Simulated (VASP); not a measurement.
# Al2GaN3 (Cm) in VASP: a series of runs, part 2 of 3

VASP 6.6.1.

## 4. Single point, PBEsol

This run uses another cell than the first one, of 9.89 Å³/atom.

Input file INCAR:

```
SYSTEM = Al2GaN3
PREC = Accurate
ENCUT = 520
EDIFF = 1E-6
ISMEAR = 0
SIGMA = 0.02
LREAL = .FALSE.
LASPH = .TRUE.
NELM = 60
ALGO = Normal
ISIF = 2
LWAVE = .FALSE.
LCHARG = .TRUE.
GGA = PS
LELF = .TRUE.
LVHAR = .TRUE.
NBANDS = 46
```

Input file KPOINTS:

```
regular mesh
0
G
  8 8 4
  0 0 0
```

Input file POSCAR:

```
Al2GaN3
1.0
    5.5739084657     -1.5257315579      0.0075184438
    5.5739084657      1.5257315579      0.0075184438
   -1.8320295111      0.0000000000      6.9734580581
Al Ga N
4 2 6
Direct
    0.9444642484      0.9444642484      0.3890256077
    0.8891663917      0.8891663917      0.7762516077
    0.2236412520      0.2236412520      0.4443502745
    0.5539993694      0.5539993694      0.1130685914
    0.2769849494      0.2769849494      0.0576966494
    0.6095544603      0.6095544603      0.7217002034
    0.1471774630      0.1471774630      0.1852511509
    0.4814203388      0.4814203388      0.8528682953
    0.8183798499      0.8183798499      0.5149956697
    0.7643814370      0.7643814370      0.9016683141
    0.0954530410      0.0954530410      0.5646387622
    0.4307421990      0.4307421990      0.2432858635
```

Potentials or basis: VASP PAW PBE potentials, release 64 (Al, Ga_d, N).

Run with:

```
$ cat potpaw_PBE.64/Al/POTCAR potpaw_PBE.64/Ga_d/POTCAR potpaw_PBE.64/N/POTCAR > POTCAR
$ mpirun -np 1 vasp_std > vasp.out
```

OUTCAR:

```text
SYSTEM = Al2GaN3
   PREC = Accurate
   ENCUT = 520
   EDIFF = 1E-6
   ISMEAR = 0
   LREAL = .FALSE.
   LASPH = .TRUE.
   NELM = 60
   ISIF = 2
   GGA = PS

 ion  position               nearest neighbor table
   1  0.944  0.944  0.389-  11 1.83  12 1.84  12 1.84   9 1.86   4 3.00   4 3.00   3 3.01   3 3.01
                             2 3.01   3 3.04   6 3.04   6 3.04   5 3.04   5 3.04
   2  0.889  0.889  0.776-  10 1.84   8 1.84   8 1.84   9 1.85   6 3.00   6 3.00   1 3.01   3 3.04
                             3 3.04   6 3.04   5 3.05   5 3.05   4 3.06   4 3.06
   3  0.224  0.224  0.444-   7 1.85  11 1.85   9 1.85   9 1.85   5 2.99   1 3.01   1 3.01   1 3.04
                             2 3.04   2 3.04   6 3.04   6 3.04   4 3.05   4 3.05
   4  0.554  0.554  0.113-   7 1.85   7 1.85   8 1.85  12 1.85   1 3.00   1 3.00   5 3.01   5 3.03
                             5 3.03   6 3.04   3 3.05   3 3.05   2 3.06   2 3.06
   5  0.277  0.277  0.058-  10 1.88  10 1.88  12 1.89   7 1.90   3 2.99   4 3.01   4 3.03   4 3.03
                             1 3.04   1 3.04   2 3.05   2 3.05
   6  0.610  0.610  0.722-  10 1.88  11 1.88  11 1.88   8 1.90   2 3.00   2 3.00   4 3.04   3 3.04
                             3 3.04   1 3.04   1 3.04   2 3.04
   7  0.147  0.147  0.185-   4 1.85   4 1.85   3 1.85   5 1.90
   8  0.481  0.481  0.853-   2 1.84   2 1.84   4 1.85   6 1.90
   9  0.818  0.818  0.515-   2 1.85   3 1.85   3 1.85   1 1.86
  10  0.764  0.764  0.902-   2 1.84   6 1.88   5 1.88   5 1.88
  11  0.095  0.095  0.565-   1 1.83   3 1.85   6 1.88   6 1.88
  12  0.431  0.431  0.243-   1 1.84   1 1.84   4 1.85   5 1.89

  LATTYP: Found a base centered monoclinic cell.
 ALAT       =    11.1478270728
 B/A-ratio  =     0.2737271664
 C/A-ratio  =     0.6467712077
 COS(beta)  =    -0.2527875106

  Lattice vectors:

 A1 = (   5.5739084657,  -1.5257315579,   0.0075184438)
 A2 = (   5.5739084657,   1.5257315579,   0.0075184438)
 A3 = (  -1.8320295111,   0.0000000000,   6.9734580581)

Analysis of symmetry for initial positions (statically):
=====================================================================
 Subroutine PRICEL returns:
 Original cell was already a primitive cell.

 Routine SETGRP: Setting up the symmetry group for a
 base centered monoclinic supercell.

 Subroutine GETGRP returns: Found  2 space group operations
 (whereof  2 operations were pure point group operations)
 out of a pool of  4 trial point group operations.

The static configuration has the point symmetry C_1h.

Analysis of symmetry for dynamics (positions and initial velocities):
=====================================================================
 Subroutine PRICEL returns:
 Original cell was already a primitive cell.

 Routine SETGRP: Setting up the symmetry group for a
 base centered monoclinic supercell.

 Subroutine GETGRP returns: Found  2 space group operations
 (whereof  2 operations were pure point group operations)
 out of a pool of  4 trial point group operations.

The dynamic configuration has the point symmetry C_1h.

 Subroutine INISYM returns: Found  2 space group operations
 (whereof  2 operations are pure point group operations),
 and found     1 'primitive' translations

----------------------------------------------------------------------------------------

                                     Primitive cell

  volume of cell :     118.6506

  direct lattice vectors                    reciprocal lattice vectors
     5.573908466 -1.525731558  0.007518444     0.089671885 -0.327711646  0.023558117
[... 90 lines left out ...]
   total plane-waves  NPLWV = 124416
   dimension x,y,z NGX =    48 NGY =   48 NGZ =   54
   dimension x,y,z NGXF=    96 NGYF=   96 NGZF=  108
   ions per type =               4   2   6
   NGX,Y,Z   is equivalent  to a cutoff of  13.81, 13.81, 12.45 a.u.
   NGXF,Y,Z  is equivalent  to a cutoff of  27.62, 27.62, 24.90 a.u.
 SYSTEM =  Al2GaN3
   PREC   = accura    normal or accurate (medium, high low for compatibility)
   ISTART =      0    job   : 0-new  1-cont  2-samecut
   ICHARG =      2    charge: 1-file 2-atom 10-const
   ISPIN  =      1    spin polarized calculation?
   LNONCOLLINEAR =      F non collinear calculations
   LSORBIT =      F    spin-orbit coupling
   LASPH  =      T    aspherical Exc in radial PAW
   ENCUT  =  520.0 eV  38.22 Ry    6.18 a.u.  10.75 10.75 13.41*2*pi/ulx,y,z
   NELM   =     60;   NELMIN=  2; NELMDL= -5     # of ELM steps
   EDIFF  = 0.1E-05   stopping-criterion for ELM
   LREAL  =      F    real-space projection
[... 7 lines left out ...]
   TEBEG  =    0.0;   TEEND  =   0.0 temperature during run
   PSTRESS=    0.0 pullay stress
   NELECT =      68.0000    total number of electrons
   NUPDOWN=      -1.0000    fix difference up-down
   EMIN   =  10.00;   EMAX   =-10.00  energy-range for DOS
   EFERMI =   0.00;   METHOD = LEGACY
   ISMEAR =     0;   SIGMA  =   0.02  broadening in eV -4-tet -1-fermi 0-gaus
   EFERMI_NEDOS =   21; number of points for ismear=-14 and -15
   IALGO  =     38    algorithm
   IMIX   =      4    mixing-type and parameters
     AMIX     =   0.40;   BMIX     =  1.00
     AMIX_MAG =   1.60;   BMIX_MAG =  1.00
  volume/ion in A,a.u.               =       9.89        66.72
  Fermi-wavevector in a.u.,A,eV,Ry     =   1.359840  2.569725 25.159413  1.849165
  Thomas-Fermi vector in A             =   2.486553
   LORBIT       =      0    0 simple, 1 ext, 2 COOP (PROOUT), +10 PAW based schemes
   GGA     = PS    functional components
   LHFCALC =     F    Hartree Fock is set to
   AEXX    =    0.0000 exact exchange contribution
   IVDW    =     0    specifies the selected vdW correction
   LEPSILON=     F    determine dielectric tensor
   LRPA    =     F    only Hartree local field effects (RPA)
 non-spin polarized calculation
 Gauss-broadening in eV      SIGMA  =   0.02
  energy-cutoff  :      520.00
  volume of cell :      118.65
 maximum number of plane-waves:      3219
 NGX is ok and might be reduce to    48
   NGX = 21   NGY = 21   NGZ = 27

 number of electron      68.0000005 magnetization

 Free energy of the ion-electron system (eV)
  ---------------------------------------------------
  ext. energy  EPLUGINS =         0.00000000
  ---------------------------------------------------
  free energy    TOTEN  =       -88.20434439 eV

  energy without entropy =      -88.20434439  energy(sigma->0) =      -88.20434439

 E-fermi :   6.7867     XC(G=0): -11.8006

 val. band max:        6.6466503196   @ k =   0.0000   0.0000   0.0000
 cond. band min:      10.5903775874   @ k =   0.0000   0.0000   0.0000
 fundamental gap:      3.9437272678
 Fermi energy:         6.7867350685

 k-point     1 :       0.0000    0.0000    0.0000
  band No.  band energies     occupation
      1      -9.4390      2.00000
      2      -8.2456      2.00000
      3      -7.9182      2.00000
      4      -7.6894      2.00000
      5      -7.4559      2.00000
      6      -7.0759      2.00000
[... 1165 lines left out ...]
     45      16.4989      0.00000
     46      16.8621      0.00000

 [... further k-points ...]

------------------------ aborting loop because EDIFF is reached ----------------------------------------

  FORCE on cell =-STRESS in cart. coord.  units (eV):
  Direction    XX          YY          ZZ          XY          YZ          ZX
  --------------------------------------------------------------------------------------
  -------------------------------------------------------------------------------------
  Total       14.8487111     14.8019019     14.8121976      0.0000000      0.0000000     -0.0203262
  in kB      200.5068981    199.8748177    200.0138441      0.0000000      0.0000000     -0.2744705
  external PRESSURE =     200.1318533 kB  Pullay stress =       0.0000000 kB

 VOLUME and BASIS-vectors are now :
 -----------------------------------------------------------------------------
  energy-cutoff  :      520.00
  volume of cell :      118.65
      direct lattice vectors                 reciprocal lattice vectors
     5.573908466 -1.525731558  0.007518444     0.089671885 -0.327711646  0.023558117
     5.573908466  1.525731558  0.007518444     0.089671885  0.327711646  0.023558117
    -1.832029511  0.000000000  6.973458058    -0.000193360  0.000000000  0.143350078

 POSITION                                       TOTAL-FORCE (eV/Angst)
 -----------------------------------------------------------------------------------
      9.81601      0.00000      2.72706         0.005808      0.000000     -0.005302
      8.49015      0.00000      5.42653         0.002391      0.000000     -0.005060
      1.67905      0.00000      3.10202         0.007416      0.000000      0.001556
      5.96874      0.00000      0.79681         0.004496      0.000000     -0.003350
      2.98208      0.00000      0.40651         0.006272      0.000000     -0.008660
      5.47303      0.00000      5.04191         0.008328      0.000000     -0.004812
      1.30132      0.00000      1.29405         0.012719      0.000000     -0.009707
      3.80431      0.00000      5.95468         0.017749      0.000000     -0.007794
      8.17966      0.00000      3.60361        -0.003312      0.000000      0.002148
      6.86930      0.00000      6.29924        -0.029281      0.000000      0.017653
      0.02966      0.00000      3.93892        -0.008486      0.000000      0.032780
      4.35613      0.00000      1.70302        -0.024100      0.000000     -0.009452
 -----------------------------------------------------------------------------------
    total drift:                               -0.000642      0.000000      0.000523

  FREE ENERGIE OF THE ION-ELECTRON SYSTEM (eV)
  ---------------------------------------------------
  free  energy   TOTEN  =       -88.2043443865 eV

  energy  without entropy=      -88.2043443865  energy(sigma->0) =      -88.20434439
```

Run time: 23 min. Hardware: 1 thread of Oxide Virtual Turin-like, shared host; peak memory 0.53 GiB.

What came out:

```yaml
Free_energy: -88.2043 eV
Pressure: 20.0 GPa
Largest_force: 0.034 eV/Å
Band_gap_on_the_k_mesh: 3.94 eV
```

Forces on the atoms (eV/Å):
```
Al   0.006  0.000 -0.005
Al   0.002  0.000 -0.005
Al   0.007  0.000  0.002
Al   0.004  0.000 -0.003
Ga   0.006  0.000 -0.009
Ga   0.008  0.000 -0.005
N    0.013  0.000 -0.010
N    0.018  0.000 -0.008
N   -0.003  0.000  0.002
N   -0.029  0.000  0.018
N   -0.008  0.000  0.033
N   -0.024  0.000 -0.009
```

Caveat: the cell stands under pressure; the PAW data sets were made with another functional, which shifts forces and pressure a little.

(Continued in part 3 of 3.)
